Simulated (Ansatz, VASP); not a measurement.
## One calculation of HfN, two programs

```
Hf N
1.0
     3.09155    0.00000    0.00000
    -1.54578    2.67736    0.00000
     0.00000    0.00000    5.34356
Hf N
2 2
Direct
  0.33333 0.66667 0.25000
  0.66667 0.33333 0.75000
  0.00000 0.00000 0.50000
  0.00000 0.00000 0.00000
```

Alike in both runs: task single point; functional r2SCAN; k mesh 10 × 10 × 5; occupations fermi-dirac, width 0.05 eV; no spin polarisation.

|  | VASP | Ansatz |
| --- | --- | --- |
| version | VASP 6.6.1 | Ansatz 0.2.0 |
| potentials or method | VASP PAW PBE potentials, release 64 (Hf_pv, N) | Ansatz PAW |
| plane-wave cutoff (eV) | 520 | 500 |
| valence electrons in the cell | 30 | 62 |

|  | VASP | Ansatz | Ansatz less VASP |
| --- | --- | --- | --- |
| gap on the k mesh at the Fermi level (eV) | none | none | - |
| pressure (GPa) | 12.3 | 14.9 | +2.63 |
| traceless stress, the component that is largest in VASP (GPa) | -0.10 | -0.25 | -0.148 |

VASP's potentials were made for PBE, not for r2SCAN. A gap of «none» marks a metal or a gap that the smearing closes. VASP's potentials hold 30 valence electrons a cell and Ansatz's 62, so a difference there can come from the potentials and not from the codes.

Neither program's run includes spin-orbit coupling.
